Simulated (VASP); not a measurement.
K:

```
K
1.0
    -2.61250    2.61250    2.61250
     2.61250   -2.61250    2.61250
     2.61250    2.61250   -2.61250
K
1
Cartesian
  0.0000 0.0000 0.0000
```

| Property | Result |
| --- | --- |
| Program | VASP 6.6.1 |
| Task | relaxation of cell and atoms |
| Functional | r2SCAN |
| Potentials or basis | VASP PAW PBE potentials, release 64 (K_sv) |
| Cutoff | 550 eV |
| k mesh | 6 × 6 × 6 |
| Occupations | fermi-dirac, width 0.1 eV |
| Spin | no spin polarisation |

At the start: pressure 0.3 GPa; volume 71.32 Å³/atom.

Problem. Where does the relaxation end?

Solution. Over 3 steps the energy falls by 4.6 meV/atom and the volume is 76.82 Å³/atom (+7.7 %); space group Im-3m (No. 229, to 0.1 Å) before and after.

The path:
```csv
step,energy change (eV),largest force (eV/Å),pressure (GPa),volume (Å³)
1,0.0000,0.0000,0.29,71.32
2,-0.0021,0.0000,0.22,72.67
3,-0.0046,0.0000,0.00,76.82
```

Final structure:
```
K
1.0
    -2.67791    2.67791    2.67791
     2.67791   -2.67791    2.67791
     2.67791    2.67791   -2.67791
K
1
Direct
  0.00000 0.00000 0.00000
```

Caveat: the PAW data sets were made with another functional, which shifts forces and pressure a little.
